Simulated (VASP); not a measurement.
# K (Im-3m) in VASP: density of states with PBEsol

Aim: the density of states of K with PBEsol.

Everything below comes from runs of VASP 6.6.1. Logs are shortened: lines on timing, memory, paths and dates and some standing lists are left out, and cuts for length are marked.

### 1 The cell of the first run

The structure is cubic, space group Im-3m (No. 229). The conventional cell has a = 5.225 Å, b = 5.225 Å, c = 5.225 Å, α = 90.00°, β = 90.00°, γ = 90.00°.

### 2 Density of states, PBEsol

File POSCAR:

```
K
1.0
   -2.6125000000      2.6125000000      2.6125000000
    2.6125000000     -2.6125000000      2.6125000000
    2.6125000000      2.6125000000     -2.6125000000
K
1
Direct
    0.0000000000      0.0000000000      0.0000000000
```

File INCAR.step1:

```
  PREC = Accurate
  ENCUT = 520
  EDIFF = 1E-7
  ISMEAR = 0
  SIGMA = 0.1
  LREAL = False
  LASPH = True
  NELM = 60
  ALGO = Fast
  ISIF = 2
  LWAVE = False
  LCHARG = True
  GGA = PS
  NBANDS = 10
```

File KPOINTS.step1:

```
Automatic mesh
0
Gamma
  12 12 12
```

File INCAR.step2:

```
  PREC = Accurate
  ENCUT = 520
  EDIFF = 1E-7
  ISMEAR = -5
  SIGMA = 0.1
  LREAL = False
  LASPH = True
  NELM = 60
  ALGO = Fast
  ISIF = 2
  LWAVE = False
  LCHARG = False
  GGA = PS
  LORBIT = 10
  NBANDS = 10
  NEDOS = 2001
  ICHARG = 11
```

File KPOINTS.step2:

```
Automatic mesh
0
Gamma
  18 18 18
```

Potentials or basis: VASP PAW PBE potentials, release 64 (K_sv).

On the command line:

```bash
cat potpaw_PBE.64/K_sv/POTCAR > POTCAR
cp INCAR.step1 INCAR
cp KPOINTS.step1 KPOINTS
mpirun -np 1 vasp_std > vasp.out
cp INCAR.step2 INCAR
cp KPOINTS.step2 KPOINTS
mpirun -np 1 vasp_std > vasp.out
```

OUTCAR:

```text
PREC = Accurate
   ENCUT = 520
   EDIFF = 1E-7
   ISMEAR = -5
   LREAL = False
   LASPH = True
   NELM = 60
   ISIF = 2
   GGA = PS
   LORBIT = 10
   ICHARG = 11

 ion  position               nearest neighbor table
   1  0.000  0.000  0.000-

  LATTYP: Found a body centered cubic cell.
 ALAT       =     5.2250000000

  Lattice vectors:

 A1 = (  -2.6125000000,   2.6125000000,   2.6125000000)
 A2 = (   2.6125000000,  -2.6125000000,   2.6125000000)
 A3 = (   2.6125000000,   2.6125000000,  -2.6125000000)

Analysis of symmetry for initial positions (statically):
=====================================================================
 Subroutine PRICEL returns:
 Original cell was already a primitive cell.

 Routine SETGRP: Setting up the symmetry group for a
 body centered cubic supercell.

 Subroutine GETGRP returns: Found 48 space group operations
 (whereof 48 operations were pure point group operations)
 out of a pool of 48 trial point group operations.

The static configuration has the point symmetry O_h .

Analysis of symmetry for dynamics (positions and initial velocities):
=====================================================================
 Subroutine PRICEL returns:
 Original cell was already a primitive cell.

 Routine SETGRP: Setting up the symmetry group for a
 body centered cubic supercell.

 Subroutine GETGRP returns: Found 48 space group operations
 (whereof 48 operations were pure point group operations)
 out of a pool of 48 trial point group operations.

The dynamic configuration has the point symmetry O_h .

 Subroutine INISYM returns: Found 48 space group operations
 (whereof 48 operations are pure point group operations),
 and found     1 'primitive' translations

----------------------------------------------------------------------------------------

                                     Primitive cell

  volume of cell :      71.3229

  direct lattice vectors                    reciprocal lattice vectors
    -2.612500000  2.612500000  2.612500000     0.000000000  0.191387560  0.191387560
     2.612500000 -2.612500000  2.612500000     0.191387560  0.000000000  0.191387560
     2.612500000  2.612500000 -2.612500000     0.191387560  0.191387560  0.000000000

  length of vectors
     4.524982735  4.524982735  4.524982735     0.270662883  0.270662883  0.270662883

  position of ions in fractional coordinates (direct lattice)
     0.000000000  0.000000000  0.000000000

  ion indices of the primitive-cell ions
   primitive index   ion index
                 1           1

----------------------------------------------------------------------------------------

 KPOINTS: Automatic mesh

Automatic generation of k-mesh.
 Grid dimensions read from file:
 generate k-points for:   18   18   18

 Generating k-lattice:

  Cartesian coordinates                     Fractional coordinates (reciprocal lattice)
     0.000000000  0.010632642  0.010632642     0.055555556  0.000000000  0.000000000
     0.010632642  0.000000000  0.010632642     0.000000000  0.055555556  0.000000000
     0.010632642  0.010632642  0.000000000     0.000000000  0.000000000  0.055555556

  Length of vectors
     0.015036827  0.015036827  0.015036827

  Shift w.r.t. Gamma in fractional coordinates (k-lattice)
     0.000000000  0.000000000  0.000000000

 TETIRR: Found   6794 inequivalent tetrahedra from    34992

 Subroutine IBZKPT returns following result:
 ===========================================

 Found    195 irreducible k-points:

 Following reciprocal coordinates:
            Coordinates               Weight
  0.000000  0.000000  0.000000      1.000000
  0.055556  0.000000  0.000000     12.000000
  0.111111  0.000000  0.000000     12.000000
  0.166667  0.000000  0.000000     12.000000
  0.222222  0.000000  0.000000     12.000000
  0.277778  0.000000  0.000000     12.000000
[... 16 lines left out ...]
  0.333333  0.111111  0.000000     48.000000
  0.388889  0.111111  0.000000     48.000000
 [... further k-points ...]
   k-points           NKPTS =    195   k-points in BZ     NKDIM =    195   number of bands    NBANDS=     10
   number of dos      NEDOS =   2001   number of ions     NIONS =      1
   total plane-waves  NPLWV =  46656
   dimension x,y,z NGX =    36 NGY =   36 NGZ =   36
   dimension x,y,z NGXF=    72 NGYF=   72 NGZF=   72
   ions per type =               1
   NGX,Y,Z   is equivalent  to a cutoff of  13.23, 13.23, 13.23 a.u.
   NGXF,Y,Z  is equivalent  to a cutoff of  26.45, 26.45, 26.45 a.u.
 SYSTEM =  unknown system
   PREC   = accura    normal or accurate (medium, high low for compatibility)
   ISTART =      0    job   : 0-new  1-cont  2-samecut
   ICHARG =     11    charge: 1-file 2-atom 10-const
   ISPIN  =      1    spin polarized calculation?
   LNONCOLLINEAR =      F non collinear calculations
   LSORBIT =      F    spin-orbit coupling
   LASPH  =      T    aspherical Exc in radial PAW
   ENCUT  =  520.0 eV  38.22 Ry    6.18 a.u.   8.41  8.41  8.41*2*pi/ulx,y,z
   NELM   =     60;   NELMIN=  2; NELMDL=  0     # of ELM steps
   EDIFF  = 0.1E-06   stopping-criterion for ELM
   LREAL  =      F    real-space projection
   EDIFFG = 0.1E-05   stopping-criterion for IOM
   NSW    =      0    number of steps for IOM
   IBRION =     -1    ionic relax: 0-MD 1-quasi-New 2-CG
   NFREE  =      0    steps in history (QN), initial steepest desc. (CG)
   ISIF   =      2    stress and relaxation
   ISYM   =      2    0-nonsym 1-usesym 2-fastsym
   POTIM  = 0.5000    time-step for ionic-motion
   TEBEG  =    0.0;   TEEND  =   0.0 temperature during run
   PSTRESS=    0.0 pullay stress
   NELECT =       9.0000    total number of electrons
   NUPDOWN=      -1.0000    fix difference up-down
   EMIN   =  10.00;   EMAX   =-10.00  energy-range for DOS
   EFERMI =   0.00;   METHOD = LEGACY
   ISMEAR =    -5;   SIGMA  =   0.10  broadening in eV -4-tet -1-fermi 0-gaus
   EFERMI_NEDOS =   21; number of points for ismear=-14 and -15
   IALGO  =     68    algorithm
   IMIX   =      4    mixing-type and parameters
     AMIX     =   0.40;   BMIX     =  1.00
     AMIX_MAG =   1.60;   BMIX_MAG =  1.00
  volume/ion in A,a.u.               =      71.32       481.31
  Fermi-wavevector in a.u.,A,eV,Ry     =   0.821131  1.551714  9.173822  0.674257
  Thomas-Fermi vector in A             =   1.932236
   LORBIT       =     10    0 simple, 1 ext, 2 COOP (PROOUT), +10 PAW based schemes
   GGA     = PS    functional components
   LHFCALC =     F    Hartree Fock is set to
   AEXX    =    0.0000 exact exchange contribution
   IVDW    =     0    specifies the selected vdW correction
   LEPSILON=     F    determine dielectric tensor
   LRPA    =     F    only Hartree local field effects (RPA)
 non-spin polarized calculation
 RMM-DIIS sequential band-by-band and
 Fermi weights with tetrahedron method with Bloechl corrections
  energy-cutoff  :      520.00
  volume of cell :       71.32
 maximum number of plane-waves:      1961
 NGX is ok and might be reduce to    36

 number of electron       9.0000000 magnetization

 Free energy of the ion-electron system (eV)
  ---------------------------------------------------
  ext. energy  EPLUGINS =         0.00000000
  ---------------------------------------------------
  free energy    TOTEN  =        -1.13329628 eV

  energy without entropy =       -1.13329628  energy(sigma->0) =       -1.13329628

 E-fermi :  -0.0810     XC(G=0):  -5.7735

 val. band max:       -0.1280803248   @ k =   0.2778   0.2222   0.0000
 cond. band min:      -0.0732894795   @ k =  -0.3333   0.3889   0.2222
 fundamental gap:      0.0547908453
 Fermi energy:        -0.0810088549

 k-point     1 :       0.0000    0.0000    0.0000
  band No.  band energies     occupation
      1     -32.0748      2.00000
      2     -15.5824      2.00000
      3     -15.5824      2.00000
      4     -15.5824      2.00000
      5      -2.3032      2.00000
      6       4.2249      0.00000
      7       4.2249      0.00000
      8       4.2249      0.00000
      9       5.1649      0.00000
     10       5.1649      0.00000

 k-point     2 :       0.0556    0.0000    0.0000
  band No.  band energies     occupation
      1     -32.0747      2.00000
      2     -15.5847      2.00000
      3     -15.5831      2.00000
      4     -15.5824      2.00000
      5      -2.2637      2.00000
      6       4.1714      0.00000
      7       4.1725      0.00000
      8       4.2568      0.00000
      9       5.0772      0.00000
     10       5.1536      0.00000

 k-point     3 :       0.1111    0.0000    0.0000
  band No.  band energies     occupation
      1     -32.0743      2.00000
      2     -15.5915      2.00000
      3     -15.5854      2.00000
      4     -15.5823      2.00000
      5      -2.1461      2.00000
      6       3.9683      0.00000
      7       4.0294      0.00000
      8       4.3520      0.00000
      9       4.9449      0.00000
     10       5.1278      0.00000

 k-point     4 :       0.1667    0.0000    0.0000
  band No.  band energies     occupation
      1     -32.0736      2.00000
      2     -15.6018      2.00000
      3     -15.5888      2.00000
      4     -15.5823      2.00000
      5      -1.9528      2.00000
      6       3.5879      0.00000
      7       3.8385      0.00000
      8       4.5092      0.00000
      9       4.9123      0.00000
     10       5.1056      0.00000
[... 222 lines left out ...]
 k-point    22 :       0.2778    0.1111    0.0000
  band No.  band energies     occupation
      1     -32.0710      2.00000
      2     -15.6401      2.00000
      3     -15.6028      2.00000
      4     -15.5855      2.00000
      5      -0.8612      2.00002
      6       2.1079      0.00000
      7       3.0695      0.00000
      8       4.8015      0.00000
      9       5.2095      0.00000
     10       5.5282      0.00000

 k-point    23 :       0.3333    0.1111    0.0000
  band No.  band energies     occupation
      1     -32.0704      2.00000
      2     -15.6485      2.00000
      3     -15.6070      2.00000
      4     -15.5856      2.00000
      5      -0.4256      2.08570
      6       1.5991      0.00000
      7       2.9538      0.00000
      8       4.7377      0.00000
      9       5.3988      0.00000
     10       5.6677      0.00000

 k-point    24 :       0.3889    0.1111    0.0000
  band No.  band energies     occupation
      1     -32.0700      2.00000
      2     -15.6539      2.00000
      3     -15.6097      2.00000
      4     -15.5856      2.00000
      5       0.0463      0.28071
      6       1.0851      0.00000
      7       2.8829      0.00000
      8       4.6525      0.00000
      9       5.5626      0.00000
     10       5.8321      0.00000

 [... further k-points ...]

------------------------ aborting loop because EDIFF is reached ----------------------------------------

  FORCE on cell =-STRESS in cart. coord.  units (eV):
  Direction    XX          YY          ZZ          XY          YZ          ZX
  --------------------------------------------------------------------------------------
  -------------------------------------------------------------------------------------
  Total       -0.0158646     -0.0158646     -0.0158646     -0.0000000      0.0000000     -0.0000000
  in kB       -0.3563774     -0.3563774     -0.3563774     -0.0000000      0.0000000     -0.0000000
  external PRESSURE =      -0.3563774 kB  Pullay stress =       0.0000000 kB

 VOLUME and BASIS-vectors are now :
 -----------------------------------------------------------------------------
  energy-cutoff  :      520.00
  volume of cell :       71.32
      direct lattice vectors                 reciprocal lattice vectors
    -2.612500000  2.612500000  2.612500000     0.000000000  0.191387560  0.191387560
     2.612500000 -2.612500000  2.612500000     0.191387560  0.000000000  0.191387560
     2.612500000  2.612500000 -2.612500000     0.191387560  0.191387560  0.000000000

 POSITION                                       TOTAL-FORCE (eV/Angst)
 -----------------------------------------------------------------------------------
      0.00000      0.00000      0.00000        -0.000000      0.000000      0.000000
 -----------------------------------------------------------------------------------
    total drift:                                0.000000     -0.000000      0.000000

  FREE ENERGIE OF THE ION-ELECTRON SYSTEM (eV)
  ---------------------------------------------------
  free  energy   TOTEN  =        -1.1332962827 eV

  energy  without entropy=       -1.1332962827  energy(sigma->0) =       -1.13329628

 total charge

# of ion       s       p       d       tot
------------------------------------------
    1        1.980   5.546   0.005   7.531
```

Wall time 88 s (1 thread of Intel Xeon Platinum 8559C (Emerald Rapids), shared host); peak memory 0.27 GiB.

What came out:

```yaml
Valence_electrons_inside_the_program's_atomic_spheres: K 7.53
```

Levels at points of the mesh, in eV from the Fermi level:
| k point | band 1 | band 2 | band 3 | band 4 | band 5 | band 6 | band 7 | band 8 |
| --- | --- | --- | --- | --- | --- | --- | --- | --- |
| (0.00, 0.00, 0.00) | -31.99 | -15.50 | -15.50 | -15.50 | -2.22 | 4.31 | 4.31 | 4.31 |
| (0.50, 0.00, 0.00) | -31.99 | -15.58 | -15.53 | -15.50 | 0.42 | 0.68 | 3.15 | 4.92 |
| (0.50, 0.50, 0.50) | -31.99 | -15.56 | -15.56 | -15.56 | 1.64 | 1.64 | 3.53 | 3.53 |

Caveat: the PAW data sets were made with another functional, which shifts forces and pressure a little; tetrahedron occupations give inexact forces and stress in metals.
